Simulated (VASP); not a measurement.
# H (C2) in VASP: notebook

H is run at these levels: PBE; tasks: single point.

Everything below comes from runs of VASP 6.6.1. Logs are shortened: lines on timing, memory, paths and dates and some standing lists are left out, and cuts for length are marked.

### Step 1. The cell of the first run

The structure is monoclinic, space group C2 (No. 5). The conventional cell has a = 3.444 Å, b = 6.496 Å, c = 5.183 Å, α = 90.00°, β = 93.37°, γ = 90.00°. Within 1.2 Å of H (site symmetry 1) lie 1 H at 0.86 Å. H (site symmetry 1) has 1 H at 0.72 Å within 1.0 Å.

### Step 2. Single point, PBE (strained and its atoms moved)

INCAR

```
SYSTEM = H
ALGO = Normal
EDIFF = 1E-7
ENCUT = 520
GGA = PE
ISIF = 2
ISMEAR = 0
LASPH = .True.
LCHARG = .True.
LELF = .True.
LREAL = .False.
LVHAR = .True.
LWAVE = .False.
NBANDS = 10
NELM = 100
PREC = Accurate
SIGMA = 0.02
```

KPOINTS

```
k-points
0
Gamma
  9 9 6
  0 0 0
```

POSCAR

```
H
1.0
    3.6735839662     -0.1335213348      0.0540306350
   -1.9524248510      3.1146528375      0.0540307852
    0.0710065280      0.1229871420      5.1806504142
H
4
Direct
    0.3653633169      0.6560333806      0.1673299536
    0.6514708449      0.3608007812      0.6802325065
    0.6391992188      0.3485291551      0.8197674935
    0.3439666194      0.6346366831      0.3326700464
```

Potentials or basis: VASP PAW PBE potentials, release 64 (H).

Run with:

```
$ cat potpaw_PBE.64/H/POTCAR > POTCAR
$ mpirun -np 1 vasp_std > vasp.out
```

OUTCAR:

```text
SYSTEM = H
   EDIFF = 1E-7
   ENCUT = 520
   GGA = PE
   ISIF = 2
   ISMEAR = 0
   LASPH = .True.
   LREAL = .False.
   NELM = 100
   PREC = Accurate

 ion  position               nearest neighbor table
   1  0.365  0.656  0.167-   4 0.86
   2  0.651  0.361  0.680-   3 0.72
   3  0.639  0.349  0.820-   2 0.72
   4  0.344  0.635  0.333-   1 0.86

  LATTYP: Found a base centered monoclinic cell.
 ALAT       =     3.4440108895
 B/A-ratio  =     1.8862755817
 C/A-ratio  =     1.5048142024
 COS(beta)  =    -0.0587532965

  Lattice vectors:

 A1 = (  -3.6735839662,   0.1335213348,  -0.0540306350)
 A2 = (   1.9524248510,  -3.1146528375,  -0.0540307852)
 A3 = (   0.0710065280,   0.1229871420,   5.1806504142)

Analysis of symmetry for initial positions (statically):
=====================================================================
 Subroutine PRICEL returns:
 Original cell was already a primitive cell.

 Routine SETGRP: Setting up the symmetry group for a
 base centered monoclinic supercell.

 Subroutine GETGRP returns: Found  2 space group operations
 (whereof  1 operations were pure point group operations)
 out of a pool of  4 trial point group operations.

The static configuration has the point symmetry C_1 .
 The point group associated with its full space group is C_2 .

Analysis of symmetry for dynamics (positions and initial velocities):
=====================================================================
 Subroutine PRICEL returns:
 Original cell was already a primitive cell.

 Routine SETGRP: Setting up the symmetry group for a
 base centered monoclinic supercell.

 Subroutine GETGRP returns: Found  2 space group operations
 (whereof  1 operations were pure point group operations)
 out of a pool of  4 trial point group operations.

The dynamic configuration has the point symmetry C_1 .
 The point group associated with its full space group is C_2 .

 Subroutine INISYM returns: Found  2 space group operations
 (whereof  1 operations are pure point group operations),
 and found     1 'primitive' translations

----------------------------------------------------------------------------------------

                                     Primitive cell

  volume of cell :      57.8763

  direct lattice vectors                    reciprocal lattice vectors
     3.673583966 -0.133521335  0.054030635     0.278685484  0.174832679 -0.007970169
    -1.952424851  3.114652837  0.054030785     0.012066641  0.328765323 -0.007970180
     0.071006528  0.122987142  5.180650414    -0.003032346 -0.005252192  0.193192203

  length of vectors
     3.676406726  3.676403735  5.182596500     0.329082950  0.329083219  0.193287372

  position of ions in fractional coordinates (direct lattice)
     0.365363317  0.656033381  0.167329954
     0.651470845  0.360800781  0.680232506
     0.639199219  0.348529155  0.819767494
     0.343966619  0.634636683  0.332670046

  ion indices of the primitive-cell ions
   primitive index   ion index
                 1           1
                 2           2
                 3           3
                 4           4

----------------------------------------------------------------------------------------

 KPOINTS: k-points

Automatic generation of k-mesh.
 Grid dimensions read from file:
 generate k-points for:    9    9    6

 Generating k-lattice:

  Cartesian coordinates                     Fractional coordinates (reciprocal lattice)
     0.030965054  0.019425853 -0.000885574     0.111111111 -0.000000000  0.000000000
     0.001340738  0.036529480 -0.000885576    -0.000000000  0.111111111 -0.000000000
    -0.000505391 -0.000875365  0.032198701    -0.000000000 -0.000000000  0.166666667

  Length of vectors
     0.036564772  0.036564802  0.032214562

  Shift w.r.t. Gamma in fractional coordinates (k-lattice)
     0.000000000  0.000000000  0.000000000

 Subroutine IBZKPT returns following result:
 ===========================================

 Found    140 irreducible k-points:

 Following reciprocal coordinates:
            Coordinates               Weight
  0.000000  0.000000  0.000000      1.000000
  0.111111 -0.000000 -0.000000      4.000000
  0.222222 -0.000000 -0.000000      4.000000
  0.333333  0.000000  0.000000      4.000000
  0.444444 -0.000000 -0.000000      4.000000
  0.111111  0.111111  0.000000      2.000000
[... 16 lines left out ...]
 -0.333333  0.333333 -0.000000      2.000000
  0.444444  0.444444 -0.000000      2.000000
 [... further k-points ...]
   k-points           NKPTS =    140   k-points in BZ     NKDIM =    140   number of bands    NBANDS=     10
   number of dos      NEDOS =    301   number of ions     NIONS =      4
   total plane-waves  NPLWV =  31360
   dimension x,y,z NGX =    28 NGY =   28 NGZ =   40
   dimension x,y,z NGXF=    56 NGYF=   56 NGZF=   80
   ions per type =               4
   NGX,Y,Z   is equivalent  to a cutoff of  12.66, 12.66, 12.83 a.u.
   NGXF,Y,Z  is equivalent  to a cutoff of  25.32, 25.32, 25.66 a.u.
 SYSTEM =  H
   PREC   = accura    normal or accurate (medium, high low for compatibility)
   ISTART =      0    job   : 0-new  1-cont  2-samecut
   ICHARG =      2    charge: 1-file 2-atom 10-const
   ISPIN  =      1    spin polarized calculation?
   LNONCOLLINEAR =      F non collinear calculations
   LSORBIT =      F    spin-orbit coupling
   LASPH  =      T    aspherical Exc in radial PAW
   ENCUT  =  520.0 eV  38.22 Ry    6.18 a.u.   6.84  6.84  9.64*2*pi/ulx,y,z
   NELM   =    100;   NELMIN=  2; NELMDL= -5     # of ELM steps
   EDIFF  = 0.1E-06   stopping-criterion for ELM
   LREAL  =      F    real-space projection
   EDIFFG = 0.1E-05   stopping-criterion for IOM
   NSW    =      0    number of steps for IOM
   IBRION =     -1    ionic relax: 0-MD 1-quasi-New 2-CG
   NFREE  =      0    steps in history (QN), initial steepest desc. (CG)
   ISIF   =      2    stress and relaxation
   ISYM   =      2    0-nonsym 1-usesym 2-fastsym
   POTIM  = 0.5000    time-step for ionic-motion
   TEBEG  =    0.0;   TEEND  =   0.0 temperature during run
   PSTRESS=    0.0 pullay stress
   NELECT =       4.0000    total number of electrons
   NUPDOWN=      -1.0000    fix difference up-down
   EMIN   =  10.00;   EMAX   =-10.00  energy-range for DOS
   EFERMI =   0.00;   METHOD = LEGACY
   ISMEAR =     0;   SIGMA  =   0.02  broadening in eV -4-tet -1-fermi 0-gaus
   EFERMI_NEDOS =   21; number of points for ismear=-14 and -15
   IALGO  =     38    algorithm
   IMIX   =      4    mixing-type and parameters
     AMIX     =   0.40;   BMIX     =  1.00
     AMIX_MAG =   1.60;   BMIX_MAG =  1.00
  volume/ion in A,a.u.               =      14.47        97.64
  Fermi-wavevector in a.u.,A,eV,Ry     =   0.671833  1.269580  6.141118  0.451359
  Thomas-Fermi vector in A             =   1.747771
   LORBIT       =      0    0 simple, 1 ext, 2 COOP (PROOUT), +10 PAW based schemes
   GGA     = PE    functional components
   LHFCALC =     F    Hartree Fock is set to
   AEXX    =    0.0000 exact exchange contribution
   IVDW    =     0    specifies the selected vdW correction
   LEPSILON=     F    determine dielectric tensor
   LRPA    =     F    only Hartree local field effects (RPA)
 non-spin polarized calculation
 Gauss-broadening in eV      SIGMA  =   0.02
  energy-cutoff  :      520.00
  volume of cell :       57.88
 maximum number of plane-waves:      1572
   NGX = 13   NGY = 13   NGZ = 19

 number of electron       4.0000000 magnetization

 Free energy of the ion-electron system (eV)
  ---------------------------------------------------
  ext. energy  EPLUGINS =         0.00000000
  ---------------------------------------------------
  free energy    TOTEN  =       -13.40389223 eV

  energy without entropy =      -13.40389223  energy(sigma->0) =      -13.40389223

 E-fermi :  -8.3257     XC(G=0):  -4.8740

 val. band max:       -8.4263100533   @ k =   0.2222   0.2222  -0.0000
 cond. band min:      -0.1646399872   @ k =   0.0000   0.0000   0.0000
 fundamental gap:      8.2616700661
 Fermi energy:        -8.3257401894

 k-point     1 :       0.0000    0.0000    0.0000
  band No.  band energies     occupation
      1     -10.2776      2.00000
      2      -8.5501      2.00000
      3      -0.1646      0.00000
      4       4.0019      0.00000
      5       6.7273      0.00000
      6       7.7111      0.00000
      7       8.9188      0.00000
      8      10.6701      0.00000
      9      11.3633      0.00000
     10      11.3964      0.00000

 k-point     2 :       0.1111   -0.0000   -0.0000
  band No.  band energies     occupation
      1     -10.1925      2.00000
      2      -8.5283      2.00000
      3       0.0056      0.00000
      4       3.7174      0.00000
      5       6.1721      0.00000
      6       7.4970      0.00000
      7       8.6365      0.00000
      8       9.7610      0.00000
      9      11.3584      0.00000
     10      12.7021      0.00000

 k-point     3 :       0.2222   -0.0000   -0.0000
  band No.  band energies     occupation
      1      -9.9604      2.00000
      2      -8.4804      2.00000
      3       0.5036      0.00000
      4       2.9991      0.00000
      5       5.2425      0.00000
      6       6.8625      0.00000
      7       7.6016      0.00000
      8       9.1157      0.00000
      9      11.2442      0.00000
     10      11.9155      0.00000

 k-point     4 :       0.3333    0.0000    0.0000
  band No.  band energies     occupation
      1      -9.6568      2.00000
      2      -8.4470      2.00000
      3       1.2711      0.00000
      4       2.1680      0.00000
      5       4.5553      0.00000
      6       5.8506      0.00000
      7       6.9025      0.00000
      8       8.4280      0.00000
      9      10.0066      0.00000
     10      10.8565      0.00000

 k-point     5 :       0.4444   -0.0000   -0.0000
  band No.  band energies     occupation
      1      -9.4215      2.00000
      2      -8.4506      2.00000
      3       1.6046      0.00000
      4       2.0995      0.00000
      5       4.2257      0.00000
      6       4.8200      0.00000
      7       6.6317      0.00000
      8       7.9627      0.00000
      9       9.3140      0.00000
     10      10.0869      0.00000

 k-point     6 :       0.1111    0.1111    0.0000
  band No.  band energies     occupation
      1     -10.0263      2.00000
      2      -8.4792      2.00000
      3       0.3562      0.00000
      4       3.1874      0.00000
      5       5.4975      0.00000
      6       7.1407      0.00000
      7       8.1720      0.00000
      8       9.3094      0.00000
      9      11.0552      0.00000
     10      11.7818      0.00000
[... 183 lines left out ...]
 k-point    21 :       0.4444    0.3333   -0.0000
  band No.  band energies     occupation
      1      -9.3384      2.00000
      2      -8.6082      2.00000
      3       2.1292      0.00000
      4       2.5328      0.00000
      5       3.4108      0.00000
      6       4.0192      0.00000
      7       4.8182      0.00000
      8       7.8229      0.00000
      9       9.3257      0.00000
     10      13.4506      0.00000

 k-point    22 :      -0.4444    0.3333    0.0000
  band No.  band energies     occupation
      1      -9.5174      2.00000
      2      -8.6237      2.00000
      3       1.7331      0.00000
      4       2.2534      0.00000
      5       3.3224      0.00000
      6       4.4483      0.00000
      7       6.3618      0.00000
      8       9.1938      0.00000
      9      10.9061      0.00000
     10      10.9980      0.00000

 k-point    23 :      -0.3333    0.3333   -0.0000
  band No.  band energies     occupation
      1      -9.6976      2.00000
      2      -8.5995      2.00000
      3       1.1786      0.00000
      4       2.4881      0.00000
      5       3.5145      0.00000
      6       5.0668      0.00000
      7       8.2394      0.00000
      8       8.9072      0.00000
      9      10.6458      0.00000
     10      11.8804      0.00000

 k-point    24 :       0.4444    0.4444   -0.0000
  band No.  band energies     occupation
      1      -9.3745      2.00000
      2      -8.6830      2.00000
      3       2.0021      0.00000
      4       2.4561      0.00000
      5       3.1368      0.00000
      6       3.5819      0.00000
      7       6.1288      0.00000
      8       9.0275      0.00000
      9      10.7008      0.00000
     10      10.7849      0.00000

 [... further k-points ...]

------------------------ aborting loop because EDIFF is reached ----------------------------------------

  FORCE on cell =-STRESS in cart. coord.  units (eV):
  Direction    XX          YY          ZZ          XY          YZ          ZX
  --------------------------------------------------------------------------------------
  -------------------------------------------------------------------------------------
  Total       -0.0044259     -0.0094390     -1.4928381     -0.0043415      0.0889353      0.0513469
  in kB       -0.1225222     -0.2612974    -41.3259253     -0.1201835      2.4619773      1.4214245
  external PRESSURE =     -13.9032483 kB  Pullay stress =       0.0000000 kB

 VOLUME and BASIS-vectors are now :
 -----------------------------------------------------------------------------
  energy-cutoff  :      520.00
  volume of cell :       57.88
      direct lattice vectors                 reciprocal lattice vectors
     3.673583966 -0.133521335  0.054030635     0.278685484  0.174832679 -0.007970169
    -1.952424851  3.114652837  0.054030785     0.012066641  0.328765323 -0.007970180
     0.071006528  0.122987142  5.180650414    -0.003032346 -0.005252192  0.193192203

 POSITION                                       TOTAL-FORCE (eV/Angst)
 -----------------------------------------------------------------------------------
      0.07322      2.01511      0.92206        -0.080655     -0.132393      2.636327
      1.73710      1.12044      3.57874         0.019313      0.026144     -1.074246
      1.72588      1.10102      4.30030        -0.012985     -0.029797      1.074246
      0.04813      1.97166      1.77632         0.074328      0.136045     -2.636327
 -----------------------------------------------------------------------------------
    total drift:                                0.000019     -0.000011     -0.000000

  FREE ENERGIE OF THE ION-ELECTRON SYSTEM (eV)
  ---------------------------------------------------
  free  energy   TOTEN  =       -13.4038922302 eV

  energy  without entropy=      -13.4038922302  energy(sigma->0) =      -13.40389223
```

Wall time 32 s (1 thread of Intel Xeon Platinum 8488C (Sapphire Rapids), shared host); peak memory 0.2 GiB.

What came out:

```yaml
Free_energy: -13.4039 eV
Pressure: -1.4 GPa
Largest_force: 2.641 eV/Å
Band_gap_on_the_k_mesh: 8.26 eV (least direct gap 8.39 eV)
```

Forces on the atoms (eV/Å):
```
H   -0.081 -0.132  2.636
H    0.019  0.026 -1.074
H   -0.013 -0.030  1.074
H    0.074  0.136 -2.636
```

Stress tensor (GPa, compression positive):
```
-0.01 -0.01  0.14
-0.01 -0.03  0.25
 0.14  0.25 -4.13
```

Caveat: the cell differs from its parent crystal (strained and its atoms moved); an odd mesh through Γ misses points on the zone boundary, where band edges can lie; forces of over 1 eV/Å act on the atoms, so gaps and moduli don't describe the material at rest.

### Step 3. Single point, PBE (strained and its atoms moved)

INCAR

```
PREC = Accurate ; ENCUT = 520
EDIFF = 1E-6 ; ISMEAR = 0
SIGMA = 0.02 ; LREAL = False
LASPH = True ; NELM = 100
ALGO = Normal ; ISIF = 2
LWAVE = False ; LCHARG = True
GGA = PE ; LELF = True
LVHAR = True ; NBANDS = 10
```

KPOINTS

```
Automatic mesh
0
Gamma
  9 9 6
```

POSCAR

```
H
1.0
    3.9124784798      0.0000000000      0.0552978781
   -1.9562392399      3.5576478787     -0.0276489390
    0.0726719263      0.0000000000      5.0500932799
H
4
Direct
    0.3286664890      0.6588103779      0.1793982387
    0.6688973529      0.3411896221      0.6790768033
    0.6722922792      0.3411896221      0.8209231967
    0.3301438789      0.6588103779      0.3206017613
```

Potentials or basis: VASP PAW PBE potentials, release 64 (H).

Run with:

```
$ cat potpaw_PBE.64/H/POTCAR > POTCAR
$ mpirun -np 1 vasp_std > vasp.out
```

It took 40 s on 1 thread of Intel Xeon Platinum 8488C (Sapphire Rapids), shared host; peak memory 0.22 GiB.

It converged, with:

```yaml
Free_energy: -13.5312 eV
Pressure: 1.3 GPa
Largest_force: 1.442 eV/Å
Band_gap_on_the_k_mesh: 9.91 eV (least direct gap 9.94 eV)
```

Forces in eV/Å, atoms in the order of the input:
```
H   -0.032  0.002 -1.442
H   -0.042 -0.002 -1.287
H    0.042 -0.002  1.287
H    0.032  0.002  1.442
```

Stress tensor (GPa, compression positive):
```
-0.13  0.00  0.11
 0.00 -0.15  0.00
 0.11  0.00  4.26
```

Levels at points of the mesh, in eV from the valence-band top:
```tsv
k point	band 1	band 2	band 3	band 4	band 5	band 6
(0.00, 0.00, 0.00)	-1.20	0.00	9.94	11.63	14.96	16.54
(0.00, 0.00, 0.50)	-0.65	-0.63	10.48	10.49	17.10	17.11
```

Caveat: the cell differs from its parent crystal (strained and its atoms moved); this functional lacks dispersion, which holds the molecules together, so the pressure and a relaxed volume are unreliable; an odd mesh through Γ misses points on the zone boundary, where band edges can lie; forces of over 1 eV/Å act on the atoms, so gaps and moduli don't describe the material at rest.
